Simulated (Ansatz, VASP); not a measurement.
## GaSb3 in VASP and in Ansatz

INCAR

```
PREC = Accurate
ENCUT = 500
EDIFF = 1E-6
ISMEAR = -1
SIGMA = 0.05
LREAL = F
LASPH = T
NELM = 120
ALGO = Normal
ISIF = 2
LWAVE = F
LCHARG = F
NBANDS = 22
GGA_COMPAT = F
```

Contents of KPOINTS:

```
regular mesh
0
Gamma
  6 6 6
```

File POSCAR:

```
GaSb3
1.0
    0.0000000000      3.8037624973      3.8037624973
    3.8037624973      0.0000000000      3.8037624973
    3.8037624973      3.8037624973      0.0000000000
Sb Ga
3 1
Direct
    0.5000000000      0.5000000000      0.5000000000
    0.7500000000      0.7500000000      0.7500000000
    0.2500000000      0.2500000000      0.2500000000
    0.0000000000      0.0000000000      0.0000000000
```

The input input.yaml:

```yaml
crystal:
  lattice:
    - [0.0, 3.8037624973, 3.8037624973]
    - [3.8037624973, 0.0, 3.8037624973]
    - [3.8037624973, 3.8037624973, 0.0]
  atoms:
    - { symbol: Sb, position: [0.5, 0.5, 0.5] }
    - { symbol: Sb, position: [0.75, 0.75, 0.75] }
    - { symbol: Sb, position: [0.25, 0.25, 0.25] }
    - { symbol: Ga, position: [0.0, 0.0, 0.0] }
hamiltonian:
  xc: lda
  pseudopotentials: { kind: paw }
kpoints:
  mp_grid: { grid: [6, 6, 6] }
scf:
  occupations: { method: fermi_dirac, width: 0.05 }
output:
  forces: true
  stress: true
  eigenvalues: true
```

Alike in both runs: task single point; functional LDA; k mesh 6 × 6 × 6; occupations fermi-dirac, width 0.05 eV; no spin polarisation.

```csv
,VASP,Ansatz
version,VASP 6.6.1,Ansatz 0.2.0
potentials or method,"VASP PAW LDA potentials, release 64 (Sb, Ga_d)",Ansatz PAW
plane-wave cutoff (eV),500,420
valence electrons in the cell,28,58
```

```tsv
	VASP	Ansatz	Ansatz less VASP
gap on the k mesh at the Fermi level (eV)	none	none	-
pressure (GPa)	-6.6	-6.6	-0.01
```

LDA's correlation is that of Perdew and Zunger in VASP and of Perdew and Wang (1992) in Ansatz. A gap of «none» marks a metal or a gap that the smearing closes. VASP's potentials hold 28 valence electrons a cell and Ansatz's 58, so a difference there can come from the potentials and not from the codes.

Neither program's run includes spin-orbit coupling.
